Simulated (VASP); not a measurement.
# La2AlF (P-3m1) in VASP: a series of runs

La2AlF is run at these levels: PBE; tasks: single point, relaxation of cell and atoms.

Program: VASP 6.6.1. These are calculated values, not measurements. Logs are shortened: lines on timing, memory, paths and dates and some standing lists are left out, and cuts for length are marked.

## Step 1: The cell of the first run

The structure is trigonal, space group P-3m1 (No. 164). The conventional cell has a = 4.008 Å, b = 4.008 Å, c = 6.122 Å, α = 90.00°, β = 90.00°, γ = 120.00°. Within 3.6 Å of La (site symmetry 3m) lie 3 Al at 2.77 Å and 3 F at 2.78 Å. Al (site symmetry -3m) has 6 La at 2.77 Å and 2 F at 3.06 Å within 3.6 Å. F (site symmetry -3m) has 6 La at 2.78 Å and 2 Al at 3.06 Å within 3.7 Å.

## Step 2: Single point, PBE

File INCAR:

```
SYSTEM = La2AlF
PREC = Accurate
ENCUT = 520
EDIFF = 1E-7
ISMEAR = 0
SIGMA = 0.1
LREAL = .False.
LASPH = .True.
NELM = 60
ALGO = Normal
ISIF = 2
LWAVE = .False.
LCHARG = .True.
GGA = PE
LELF = .True.
LVHAR = .True.
NBANDS = 24
```

File KPOINTS:

```
Automatic mesh
0
Gamma
  6 6 4
  0 0 0
```

File POSCAR:

```
La2AlF
1.0
    4.0077469700      0.0000000000      0.0000000000
   -2.0038734900      3.4708106900      0.0000000000
    0.0000000000      0.0000000000      6.1224030300
La Al F
2 1 1
Direct
    0.3333333300      0.6666666700      0.7516457300
    0.6666666700      0.3333333300      0.2483542700
    0.0000000000      0.0000000000      0.0000000000
    0.0000000000      0.0000000000      0.5000000000
```

Potentials or basis: VASP PAW PBE potentials, release 64 (La, Al, F).

Started as:

```sh
$ cat potpaw_PBE.64/La/POTCAR potpaw_PBE.64/Al/POTCAR potpaw_PBE.64/F/POTCAR > POTCAR
$ mpirun -np 1 vasp_std > vasp.out
```

OUTCAR:

```text
SYSTEM = La2AlF
   PREC = Accurate
   ENCUT = 520
   EDIFF = 1E-7
   ISMEAR = 0
   LREAL = .False.
   LASPH = .True.
   NELM = 60
   ISIF = 2
   GGA = PE

 ion  position               nearest neighbor table
   1  0.333  0.667  0.752-   3 2.77   3 2.77   3 2.77   4 2.78   4 2.78   4 2.78
   2  0.667  0.333  0.248-   3 2.77   3 2.77   3 2.77   4 2.78   4 2.78   4 2.78
   3  0.000  0.000  0.000-   1 2.77   2 2.77   2 2.77   1 2.77   2 2.77   1 2.77
   4  0.000  0.000  0.500-   1 2.78   2 2.78   2 2.78   1 2.78   2 2.78   1 2.78

  LATTYP: Found a hexagonal cell.
 ALAT       =     4.0077469700
 C/A-ratio  =     1.5276421081

  Lattice vectors:

 A1 = (   4.0077469700,   0.0000000000,   0.0000000000)
 A2 = (  -2.0038734900,   3.4708106900,   0.0000000000)
 A3 = (   0.0000000000,   0.0000000000,   6.1224030300)

Analysis of symmetry for initial positions (statically):
=====================================================================
 Subroutine PRICEL returns:
 Original cell was already a primitive cell.

 Routine SETGRP: Setting up the symmetry group for a
 hexagonal supercell.

 Subroutine GETGRP returns: Found 12 space group operations
 (whereof 12 operations were pure point group operations)
 out of a pool of 24 trial point group operations.

The static configuration has the point symmetry D_3d.

Analysis of symmetry for dynamics (positions and initial velocities):
=====================================================================
 Subroutine PRICEL returns:
 Original cell was already a primitive cell.

 Routine SETGRP: Setting up the symmetry group for a
 hexagonal supercell.

 Subroutine GETGRP returns: Found 12 space group operations
 (whereof 12 operations were pure point group operations)
 out of a pool of 24 trial point group operations.

The dynamic configuration has the point symmetry D_3d.

 Subroutine INISYM returns: Found 12 space group operations
 (whereof 12 operations are pure point group operations),
 and found     1 'primitive' translations

----------------------------------------------------------------------------------------

                                     Primitive cell

  volume of cell :      85.1634

  direct lattice vectors                    reciprocal lattice vectors
     4.007746970  0.000000000  0.000000000     0.249516750  0.144058563  0.000000000
    -2.003873490  3.470810690  0.000000000     0.000000000  0.288117126  0.000000000
     0.000000000  0.000000000  6.122403030     0.000000000  0.000000000  0.163334559

  length of vectors
     4.007746970  4.007746974  6.122403030     0.288117126  0.288117126  0.163334559

  position of ions in fractional coordinates (direct lattice)
     0.333333330  0.666666670  0.751645730
     0.666666670  0.333333330  0.248354270
     0.000000000  0.000000000  0.000000000
     0.000000000  0.000000000  0.500000000

  ion indices of the primitive-cell ions
   primitive index   ion index
                 1           1
                 2           2
                 3           3
                 4           4

----------------------------------------------------------------------------------------

 KPOINTS: Automatic mesh

Automatic generation of k-mesh.
 Grid dimensions read from file:
 generate k-points for:    6    6    4

 Generating k-lattice:

  Cartesian coordinates                     Fractional coordinates (reciprocal lattice)
     0.041586125  0.024009761  0.000000000     0.166666667  0.000000000  0.000000000
     0.000000000  0.048019521  0.000000000     0.000000000  0.166666667  0.000000000
     0.000000000  0.000000000  0.040833640     0.000000000  0.000000000  0.250000000

  Length of vectors
     0.048019521  0.048019521  0.040833640

  Shift w.r.t. Gamma in fractional coordinates (k-lattice)
     0.000000000  0.000000000  0.000000000

 Subroutine IBZKPT returns following result:
 ===========================================

 Found     24 irreducible k-points:

 Following reciprocal coordinates:
            Coordinates               Weight
  0.000000  0.000000  0.000000      1.000000
  0.166667  0.000000  0.000000      6.000000
  0.333333  0.000000  0.000000      6.000000
  0.500000  0.000000  0.000000      3.000000
  0.166667  0.166667  0.000000      6.000000
  0.333333  0.166667  0.000000     12.000000
[... 16 lines left out ...]
  0.333333  0.166667  0.500000     12.000000
  0.333333  0.333333  0.500000      2.000000
   k-points           NKPTS =     24   k-points in BZ     NKDIM =     24   number of bands    NBANDS=     24
   number of dos      NEDOS =    301   number of ions     NIONS =      4
   total plane-waves  NPLWV =  43200
   dimension x,y,z NGX =    30 NGY =   30 NGZ =   48
   dimension x,y,z NGXF=    60 NGYF=   60 NGZF=   96
   ions per type =               2   1   1
   NGX,Y,Z   is equivalent  to a cutoff of  12.44, 12.44, 13.03 a.u.
   NGXF,Y,Z  is equivalent  to a cutoff of  24.89, 24.89, 26.07 a.u.
 SYSTEM =  La2AlF
   PREC   = accura    normal or accurate (medium, high low for compatibility)
   ISTART =      0    job   : 0-new  1-cont  2-samecut
   ICHARG =      2    charge: 1-file 2-atom 10-const
   ISPIN  =      1    spin polarized calculation?
   LNONCOLLINEAR =      F non collinear calculations
   LSORBIT =      F    spin-orbit coupling
   LASPH  =      T    aspherical Exc in radial PAW
   ENCUT  =  520.0 eV  38.22 Ry    6.18 a.u.   7.45  7.45 11.38*2*pi/ulx,y,z
   NELM   =     60;   NELMIN=  2; NELMDL= -5     # of ELM steps
   EDIFF  = 0.1E-06   stopping-criterion for ELM
   LREAL  =      F    real-space projection
   EDIFFG = 0.1E-05   stopping-criterion for IOM
   NSW    =      0    number of steps for IOM
   IBRION =     -1    ionic relax: 0-MD 1-quasi-New 2-CG
   NFREE  =      0    steps in history (QN), initial steepest desc. (CG)
   ISIF   =      2    stress and relaxation
   ISYM   =      2    0-nonsym 1-usesym 2-fastsym
   POTIM  = 0.5000    time-step for ionic-motion
   TEBEG  =    0.0;   TEEND  =   0.0 temperature during run
   PSTRESS=    0.0 pullay stress
   NELECT =      32.0000    total number of electrons
   NUPDOWN=      -1.0000    fix difference up-down
   EMIN   =  10.00;   EMAX   =-10.00  energy-range for DOS
   EFERMI =   0.00;   METHOD = LEGACY
   ISMEAR =     0;   SIGMA  =   0.10  broadening in eV -4-tet -1-fermi 0-gaus
   EFERMI_NEDOS =   21; number of points for ismear=-14 and -15
   IALGO  =     38    algorithm
   IMIX   =      4    mixing-type and parameters
     AMIX     =   0.40;   BMIX     =  1.00
     AMIX_MAG =   1.60;   BMIX_MAG =  1.00
  volume/ion in A,a.u.               =      21.29       143.68
  Fermi-wavevector in a.u.,A,eV,Ry     =   1.181337  2.232403 18.987705  1.395557
  Thomas-Fermi vector in A             =   2.317612
   LORBIT       =      0    0 simple, 1 ext, 2 COOP (PROOUT), +10 PAW based schemes
   GGA     = PE    functional components
   LHFCALC =     F    Hartree Fock is set to
   AEXX    =    0.0000 exact exchange contribution
   IVDW    =     0    specifies the selected vdW correction
   LEPSILON=     F    determine dielectric tensor
   LRPA    =     F    only Hartree local field effects (RPA)
 non-spin polarized calculation
 Gauss-broadening in eV      SIGMA  =   0.10
  energy-cutoff  :      520.00
  volume of cell :       85.16
 maximum number of plane-waves:      2321
 NGX is ok and might be reduce to    30
   NGX = 15   NGY = 15   NGZ = 23

 number of electron      32.0000011 magnetization

 Free energy of the ion-electron system (eV)
  ---------------------------------------------------
  ext. energy  EPLUGINS =         0.00000000
  ---------------------------------------------------
  free energy    TOTEN  =       -18.26116664 eV

  energy without entropy =      -18.24319619  energy(sigma->0) =      -18.25218141

 E-fermi :   8.8822     XC(G=0): -10.3013

 val. band max:        8.8586495227   @ k =   0.5000   0.0000   0.0000
 cond. band min:       8.9567443086   @ k =   0.5000   0.0000   0.2500
 fundamental gap:      0.0980947859
 Fermi energy:         8.8821753764

 k-point     1 :       0.0000    0.0000    0.0000
  band No.  band energies     occupation
      1     -23.5491      2.00000
      2     -23.3616      2.00000
      3     -16.1880      2.00000
      4      -7.8723      2.00000
      5      -7.0994      2.00000
      6      -7.0994      2.00000
[... 16 lines left out ...]
     23      10.9326      0.00000
     24      11.3344      0.00000

 k-point     2 :       0.1667    0.0000    0.0000
  band No.  band energies     occupation
      1     -23.5180      2.00000
      2     -23.3543      2.00000
      3     -16.1997      2.00000
      4      -7.8433      2.00000
      5      -7.2966      2.00000
      6      -7.1850      2.00000
[... 16 lines left out ...]
     23      11.1737      0.00000
     24      11.3738      0.00000

 k-point     3 :       0.3333    0.0000    0.0000
  band No.  band energies     occupation
      1     -23.4486      2.00000
      2     -23.3458      2.00000
      3     -16.2249      2.00000
      4      -7.7688      2.00000
      5      -7.5680      2.00000
      6      -7.3904      2.00000
[... 16 lines left out ...]
     23      11.3137      0.00000
     24      11.3551      0.00000
[... 514 lines left out ...]
 k-point    23 :       0.3333    0.1667    0.5000
  band No.  band energies     occupation
      1     -23.3782      2.00000
      2     -23.3767      2.00000
      3     -16.2383      2.00000
      4      -7.9300      2.00000
      5      -7.7307      2.00000
      6      -7.4099      2.00000
[... 16 lines left out ...]
     23      11.3576      0.00000
     24      11.4608      0.00000

 k-point    24 :       0.3333    0.3333    0.5000
  band No.  band energies     occupation
      1     -23.3674      2.00000
      2     -23.3674      2.00000
      3     -16.2446      2.00000
      4      -7.8127      2.00000
      5      -7.8127      2.00000
      6      -7.6787      2.00000
[... 16 lines left out ...]
     23      11.4143      0.00000
     24      11.4147      0.00000

------------------------ aborting loop because EDIFF is reached ----------------------------------------

  FORCE on cell =-STRESS in cart. coord.  units (eV):
  Direction    XX          YY          ZZ          XY          YZ          ZX
  --------------------------------------------------------------------------------------
  -------------------------------------------------------------------------------------
  Total        9.0304464      9.0304464     10.5788045     -0.0000000      0.0000000      0.0000000
  in kB      169.8895491    169.8895493    199.0187699     -0.0000002      0.0000000      0.0000000
  external PRESSURE =     179.5992894 kB  Pullay stress =       0.0000000 kB

 VOLUME and BASIS-vectors are now :
 -----------------------------------------------------------------------------
  energy-cutoff  :      520.00
  volume of cell :       85.16
      direct lattice vectors                 reciprocal lattice vectors
     4.007746970  0.000000000  0.000000000     0.249516750  0.144058563  0.000000000
    -2.003873490  3.470810690  0.000000000     0.000000000  0.288117126  0.000000000
     0.000000000  0.000000000  6.122403030     0.000000000  0.000000000  0.163334559

 POSITION                                       TOTAL-FORCE (eV/Angst)
 -----------------------------------------------------------------------------------
     -0.00000      2.31387      4.60188         0.000000      0.000000     -2.928337
      2.00387      1.15694      1.52052         0.000000      0.000000      2.928337
      0.00000      0.00000      0.00000        -0.000000      0.000000      0.000000
      0.00000      0.00000      3.06120        -0.000000      0.000000      0.000000
 -----------------------------------------------------------------------------------
    total drift:                               -0.000000      0.000000      0.000000

  FREE ENERGIE OF THE ION-ELECTRON SYSTEM (eV)
  ---------------------------------------------------
  free  energy   TOTEN  =       -18.2611666356 eV

  energy  without entropy=      -18.2431961934  energy(sigma->0) =      -18.25218141
```

Run time: 68 s. Hardware: 1 thread of AMD EPYC 7R43 (Zen 3), shared host; peak memory 0.2 GiB.

What came out:

- Free energy: -18.2612 eV
- Pressure: 18.0 GPa
- Largest force: 2.928 eV/Å
- Band gap on the k mesh: zero (band 16 reaches 9.49 eV, above the bottom of band 17 at 8.75 eV)

Forces on the atoms (eV/Å):
```
La   0.000  0.000 -2.928
La   0.000  0.000  2.928
Al   0.000  0.000  0.000
F    0.000  0.000  0.000
```

Caveat: spin-orbit coupling is left out, which moves the levels of the heavy elements; forces of over 1 eV/Å act on the atoms, so gaps and moduli don't describe the material at rest.

## Step 3: Single point, PBE

This run uses another cell than the first one, of 24.48 Å³/atom, 1.150 times its volume.

File INCAR:

```
SYSTEM = La2AlF
ALGO     = Normal         ! electronic algorithm
EDIFF    = 1E-7           ! SCF threshold, eV
ENCUT    = 520            ! plane-wave cutoff, eV
GGA      = PE             ! functional
ISIF     = 2              ! what is computed and relaxed
ISMEAR   = 0              ! smearing method
LASPH    = .TRUE.         ! aspherical terms in the spheres
LCHARG   = .TRUE.         ! write CHGCAR
LELF     = .TRUE.         ! ELF
LREAL    = .FALSE.        ! projectors in reciprocal space
LVHAR    = .TRUE.       
LWAVE    = .FALSE.        ! write WAVECAR
NBANDS   = 24             ! bands
NELM     = 80             ! most SCF steps
PREC     = Accurate       ! precision mode
SIGMA    = 0.1            ! smearing width, eV
```

File KPOINTS:

```
k-points
0
G
  6 6 4
  0 0 0
```

File POSCAR:

```
La2AlF
1.0
    3.7683323796      0.0000000027      0.0000000000
   -1.8841661922      3.2634715693      0.0000000000
    0.0000000000      0.0000000000      7.9627562942
La Al F
2 1 1
Direct
    0.3333333333      0.6666666667      0.7144087782
    0.6666666667      0.3333333333      0.2855912218
    0.0000000000      0.0000000000      0.0000000000
    0.0000000000      0.0000000000      0.5000000000
```

Potentials or basis: VASP PAW PBE potentials, release 64 (La, Al, F).

Started as:

```sh
$ cat potpaw_PBE.64/La/POTCAR potpaw_PBE.64/Al/POTCAR potpaw_PBE.64/F/POTCAR > POTCAR
$ mpirun -np 1 vasp_std > vasp.out
```

Run time: 67 s. Hardware: 1 thread of AMD EPYC 7R43 (Zen 3), shared host; peak memory 0.21 GiB.

It converged, with:

```
Free energy            : -20.4571 eV
Pressure               : 0.0 GPa
Largest force          : 0.019 eV/Å
Band gap on the k mesh : zero (band 16 reaches 8.51 eV, above the bottom of band 17 at 7.79 eV)
```

Forces on the atoms (eV/Å):
```
La   0.000  0.000  0.019
La   0.000  0.000 -0.019
Al   0.000  0.000  0.000
F    0.000  0.000  0.000
```

Stress tensor (GPa, compression positive):
```
-0.09  0.00  0.00
 0.00 -0.09  0.00
 0.00  0.00  0.10
```

Levels at points of the mesh, in eV from the Fermi level:
```tsv
k point	band 14	band 15	band 16	band 17	band 18	band 19
(0.00, 0.00, 0.00)	-1.70	-0.86	0.67	0.70	1.25	1.25
(0.50, 0.00, 0.00)	-1.98	-1.31	-1.11	0.52	1.12	1.25
(0.00, 0.00, 0.50)	-2.34	-0.78	0.56	1.03	1.03	1.19
(0.50, 0.00, 0.50)	-2.23	-1.74	-0.42	0.64	1.13	1.28
```

Caveat: spin-orbit coupling is left out, which moves the levels of the heavy elements.

## Step 4: Relaxation of cell and atoms, PBE

File INCAR:

```
PREC = Accurate ; ENCUT = 600
EDIFF = 1E-6 ; ISMEAR = 0
SIGMA = 0.1 ; LREAL = F
LASPH = T ; NELM = 60
ALGO = Normal ; ISIF = 3
LWAVE = F ; LCHARG = F
GGA = PE ; IBRION = 2
NSW = 90 ; EDIFFG = -0.04
```

File KPOINTS:

```
Automatic mesh
0
Gamma
  6 6 4
```

File POSCAR:

```
La2AlF
1.0
    4.0077469700      0.0000000000      0.0000000000
   -2.0038734900      3.4708106900      0.0000000000
    0.0000000000      0.0000000000      6.1224030300
La Al F
2 1 1
Direct
    0.3333333300      0.6666666700      0.7516457300
    0.6666666700      0.3333333300      0.2483542700
    0.0000000000      0.0000000000      0.0000000000
    0.0000000000      0.0000000000      0.5000000000
```

Started as:

```sh
$ cat potpaw_PBE.64/La/POTCAR potpaw_PBE.64/Al/POTCAR potpaw_PBE.64/F/POTCAR > POTCAR
$ mpirun -np 1 vasp_std > vasp.out
```

Run time: 9.9 min. Hardware: 1 thread of AMD EPYC 7R43 (Zen 3), shared host; peak memory 0.22 GiB.

It converged, with:

* Free energy: -20.4122 eV
* Relaxed volume: 24.28 Å³/atom
* Relaxed cell: a = 3.786 Å, b = 3.786 Å, c = 7.824 Å, α = 90.00°, β = 90.00°, γ = 120.00°
* Space group after relaxing (to 0.05 Å): P-3m1 (No. 164)
* Energy gained by relaxing: 537.0 meV/atom
* Ionic steps: 13
* Pressure after relaxing: 0.0 GPa
* Largest force after relaxing: 0.027 eV/Å
* Band gap on the k mesh: zero (band 16 reaches 8.57 eV, above the bottom of band 17 at 7.86 eV)

Forces on the atoms (eV/Å):
```
La   0.000  0.000  0.027
La   0.000  0.000 -0.027
Al   0.000  0.000  0.000
F    0.000  0.000  0.000
```

Stress tensor (GPa, compression positive):
```
 0.10  0.00  0.00
 0.00  0.10  0.00
 0.00  0.00 -0.15
```

Step by step:
```
step  energy change (eV)  largest force (eV/Å)  pressure (GPa)  volume (Å³)
   1              0.0000                2.9266           17.94        85.16
   2             -1.1647                0.1429           -4.69       118.05
   3             -1.3166                0.6352           -0.96       107.63
   4             -1.4831                0.6452           -1.11       106.52
   5             -1.9834                0.3121           -1.45       102.56
   6             -1.7228                1.0141            3.32        92.12
   7             -2.1248                0.2286           -0.71        99.00
   8             -2.1247                0.2007           -0.78        99.21
   9             -2.1326                0.1594            0.91        95.91
  10             -2.1341                0.1731            0.43        96.82
  11             -2.1431                0.1031            0.24        96.95
  12             -2.1473                0.0046           -0.07        97.17
  13             -2.1478                0.0269            0.02        97.12
```

Final structure:
```
La Al F
1.0
     3.78594    0.00000    0.00000
    -1.89297    3.27872    0.00000
     0.00000    0.00000    7.82414
La Al F
2 1 1
Direct
  0.33333 0.66667 0.71184
  0.66667 0.33333 0.28816
  0.00000 0.00000 0.00000
  0.00000 0.00000 0.50000
```

Levels at points of the mesh, in eV from the Fermi level:
```
           k point  band 14  band 15  band 16  band 17  band 18  band 19
(0.00, 0.00, 0.00)    -1.63    -0.73     0.67     0.74     1.24     1.25
(0.50, 0.00, 0.00)    -1.95    -1.25    -1.09     0.54     1.09     1.35
(0.00, 0.00, 0.50)    -2.30    -0.72     0.65     0.97     0.97     1.23
(0.50, 0.00, 0.50)    -2.21    -1.71    -0.34     0.67     1.11     1.27
```

Caveat: spin-orbit coupling is left out, which moves the levels of the heavy elements.

## Step 5: Summary

```tsv
task	cell	cutoff (eV)	gap on the mesh (eV)	pressure (GPa)	largest force (eV/Å)
single point	a = 4.008, b = 4.008, c = 6.122 Å, angles 90.0, 90.0, 120.0°, 4 atoms	520	none	18.0	2.93
single point	a = 3.768, b = 3.768, c = 7.963 Å, angles 90.0, 90.0, 120.0°, 4 atoms	520	none	0.0	0.02
relaxation of cell and atoms	relaxed from a = 4.008, b = 4.008, c = 6.122 Å, angles 90.0, 90.0, 120.0°, 4 atoms	600	none	0.0	0.03
```

Alike in all rows: level PBE; potentials or basis VASP PAW PBE potentials, release 64 (La, Al, F); no spin polarisation; k mesh 6 × 6 × 4; smearing gaussian 0.1 eV.

Caveats: spin-orbit coupling is left out, which moves the levels of the heavy elements; forces of over 1 eV/Å act on the atoms, so gaps and moduli don't describe the material at rest (some runs).

Total energies depend on the potentials used, so only differences within one code and one set of settings carry meaning.
